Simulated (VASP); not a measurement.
Here is a VASP 6.6.1 calculation.

The input POSCAR:

```
SiO2
1.0
    0.0000000000      4.4683533001      7.2085786475
    2.2373618747      0.0000000000      7.2085786475
    2.2373618747      4.4683533001      0.0000000000
Si O
4 8
Direct
    0.5609879571      0.5609879571      0.9390120429
    0.3109879571      0.3109879571      0.6890120429
    0.6890120429      0.6890120429      0.3109879571
    0.9390120429      0.9390120429      0.5609879571
    0.6250000000      0.1250000000      0.6250000000
    0.6250000000      0.6250000000      0.1250000000
    0.6250000000      0.6250000000      0.6250000000
    0.1250000000      0.6250000000      0.6250000000
    0.1702838630      0.8297161370      0.1702838630
    0.8297161370      0.1702838630      0.8297161370
    0.4202838630      0.0797161370      0.4202838630
    0.0797161370      0.4202838630      0.0797161370
```

Contents of INCAR.step1:

```
ALGO = Normal ; EDIFF = 1E-4
ENCUT = 520 ; GGA = PE
ISMEAR = 0 ; LASPH = True
LCHARG = False ; LREAL = False
LWAVE = True ; NBANDS = 44
NELM = 80 ; PREC = Accurate
SIGMA = 0.02
```

File INCAR.step2:

```
ALGO = Normal ; EDIFF = 1E-6
ENCUT = 520 ; ISIF = 2
ISMEAR = 0 ; ISTART = 1
LASPH = True ; LCHARG = False
LMIXTAU = True ; LREAL = False
LWAVE = False ; METAGGA = R2SCAN
NBANDS = 44 ; NELM = 80
PREC = Accurate ; SIGMA = 0.02
```

File KPOINTS:

```
k-points
0
Gamma
  6 6 6
```

Potentials or basis: VASP PAW PBE potentials, release 64 (Si, O).

Command:

```console
$ cat potpaw_PBE.64/Si/POTCAR potpaw_PBE.64/O/POTCAR > POTCAR
$ cp INCAR.step1 INCAR
$ mpirun -np 1 vasp_std > vasp.out
$ cp INCAR.step2 INCAR
$ mpirun -np 1 vasp_std > vasp.out
```

(1) Estimate the largest force.

(2) Estimate the band gap on the k mesh.

(3) What does it give for the pressure?

## Answers

(1) 0.075 eV/Å.

(2) 6.63 eV.

(3) 19.4 GPa.

Caveat: the cell stands under pressure; the PAW data sets were made with another functional, which shifts forces and pressure a little.
